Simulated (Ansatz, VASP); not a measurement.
One calculation of Zr, two programs

The input POSCAR:

```
Zr
1.0
   -1.8100000000      1.8100000000      1.8100000000
    1.8100000000     -1.8100000000      1.8100000000
    1.8100000000      1.8100000000     -1.8100000000
Zr
1
Direct
    0.0000000000      0.0000000000      0.0000000000
```

Contents of INCAR.step1:

```
SYSTEM = Zr
ALGO = Normal
EDIFF = 1E-4
ENCUT = 520
GGA = PE
ISMEAR = 0
LASPH = .True.
LCHARG = .False.
LREAL = .False.
LWAVE = .True.
NBANDS = 12
NELM = 80
PREC = Accurate
SIGMA = 0.15
```

The input INCAR.step2:

```
SYSTEM = Zr
ALGO = Normal
EDIFF = 1E-6
ENCUT = 520
ISIF = 2
ISMEAR = 0
ISTART = 1
LASPH = .True.
LCHARG = .False.
LMIXTAU = .True.
LREAL = .False.
LWAVE = .False.
METAGGA = R2SCAN
NBANDS = 12
NELM = 80
PREC = Accurate
SIGMA = 0.15
```

Contents of KPOINTS:

```
k-points
0
Gamma
  20 20 20
  0 0 0
```

Input for Ansatz:

```yaml
crystal:
  lattice:
    - [-1.81, 1.81, 1.81]
    - [1.81, -1.81, 1.81]
    - [1.81, 1.81, -1.81]
  atoms:
    - { symbol: Zr, position: [0.0, 0.0, 0.0] }
basis:
  ecutwfc: 500
kpoints:
  mp_grid: { grid: [20, 20, 20] }
hamiltonian:
  xc: r2scan
scf:
  occupations: { method: gaussian, width: 0.15 }
output:
  forces: true
  stress: true
  eigenvalues: true
```

Alike in both runs: task single point; functional r2SCAN; k mesh 20 × 20 × 20; occupations gaussian, width 0.15 eV; no spin polarisation.

|  | VASP | Ansatz |
| --- | --- | --- |
| version | VASP 6.6.1 | Ansatz 0.2.0 |
| potentials or method | VASP PAW PBE potentials, release 64 (Zr_sv), cutoff 520 eV | scalar-relativistic, plane waves, PAW |
| valence electrons in the cell | 12 | 12 |

```tsv
	VASP	Ansatz	Ansatz less VASP
gap on the k mesh at the Fermi level (eV)	none	none	-
pressure (GPa)	-2.7	-2.7	-0.02
```

VASP's potentials were made for PBE, not for r2SCAN. A gap of «none» marks a metal or a gap that the smearing closes. With one functional, cell and mesh, what is left measures potentials, basis and numerics.
